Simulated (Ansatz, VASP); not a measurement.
Two plane-wave programs on InSb

Contents of INCAR:

```
  PREC = Accurate
  ENCUT = 520
  EDIFF = 1E-6
  ISMEAR = 0
  SIGMA = 0.15
  LREAL = False
  LASPH = True
  NELM = 100
  ALGO = Normal
  ISIF = 2
  LWAVE = False
  LCHARG = True
  GGA = PE
  LELF = True
  LVHAR = True
  NBANDS = 16
```

KPOINTS

```
Automatic mesh
0
Gamma
  16 16 16
```

The input POSCAR:

```
InSb
1.0
   -3.1060500000      3.1060500000      1.6824500000
    3.1060500000     -3.1060500000      1.6824500000
    3.1060500000      3.1060500000     -1.6824500000
In Sb
1 1
Direct
    0.2500000000      0.7500000000      0.5000000000
    0.0000000000      0.0000000000      0.0000000000
```

Input for Ansatz:

```yaml
crystal:
  lattice:
    - [-3.10605, 3.10605, 1.68245]
    - [3.10605, -3.10605, 1.68245]
    - [3.10605, 3.10605, -1.68245]
  atoms:
    - { symbol: In, position: [0.25, 0.75, 0.5] }
    - { symbol: Sb, position: [0.0, 0.0, 0.0] }
basis:
  ecutwfc: 420
kpoints:
  mp_grid: { grid: [16, 16, 16] }
hamiltonian:
  xc: pbe
  pseudopotentials: { kind: paw, azcp: { folder: soft_1 } }
scf:
  occupations: { method: gaussian, width: 0.15 }
output:
  forces: true
  stress: true
  eigenvalues: true
```

Alike in both runs: task single point; functional PBE; k mesh 16 × 16 × 16; occupations gaussian, width 0.15 eV; no spin polarisation.

```csv
,VASP,Ansatz
version,VASP 6.6.1,Ansatz 0.2.0
potentials or method,"VASP PAW PBE potentials, release 64 (In_d, Sb), cutoff 520 eV","scalar-relativistic, plane waves, PAW"
valence electrons in the cell,18,28
```

```csv
,VASP,Ansatz,Ansatz less VASP
gap on the k mesh at the Fermi level (eV),none,none,-
pressure (GPa),-4.5,-4.4,+0.05
"traceless stress, the component that is largest in VASP (GPa)",0.15,0.16,+0.009
```

A gap of «none» marks a metal or a gap that the smearing closes. VASP's potentials hold 18 valence electrons a cell and Ansatz's 28, so a difference there can come from the potentials and not from the codes.

Neither program's run includes spin-orbit coupling.
